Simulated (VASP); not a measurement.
HfB2:

```xyz
3
Lattice="3.1400 0.0000 0.0000 -1.5700 2.7193 0.0000 0.0000 0.0000 3.4800" Properties=species:S:1:pos:R:3 pbc="T T T"
Hf    0.0000    0.0000    0.0000
B     0.0000    1.8129    1.7400
B     1.5700    0.9064    1.7400
```

```yaml
Program: VASP 6.6.1
Task: relaxation of cell and atoms
Functional: PBE
Dispersion: D3(BJ)
Potentials_or_basis: VASP PAW PBE potentials, release 64 (Hf_pv, B)
Cutoff: 600 eV
k_mesh: 12 × 12 × 10
Occupations: fermi-dirac, width 0.1 eV
Spin: no spin polarisation
```

At the start: pressure -5.0 GPa; volume 9.90 Å³/atom.

Q: How do energy, volume and symmetry change on relaxing?

A: Over 8 steps the energy falls by 3.1 meV/atom and the volume is 9.71 Å³/atom (-2.0 %); space group P6/mmm (No. 191, to 0.1 Å) before and after.

The path:
| step | energy change (eV) | largest force (eV/Å) | pressure (GPa) | volume (Å³) |
| --- | --- | --- | --- | --- |
| 1 | 0.0000 | 0.0000 | -5.02 | 29.71 |
| 2 | 0.0069 | 0.0000 | 7.14 | 28.40 |
| 3 | -0.0092 | 0.0000 | -0.02 | 29.14 |
| 4 | -0.0092 | 0.0000 | 0.07 | 29.13 |
| 5 | -0.0093 | 0.0000 | -0.09 | 29.14 |
| 6 | -0.0093 | 0.0000 | -0.09 | 29.14 |
| 7 | -0.0093 | 0.0000 | -0.06 | 29.14 |
| 8 | -0.0093 | 0.0000 | 0.05 | 29.13 |

Final structure:
```
Hf B
1.0
     3.11945    0.00000    0.00000
    -1.55973    2.70153    0.00000
     0.00000    0.00000    3.45651
Hf B
1 2
Direct
  0.00000 0.00000 0.00000
  0.33333 0.66667 0.50000
  0.66667 0.33333 0.50000
```
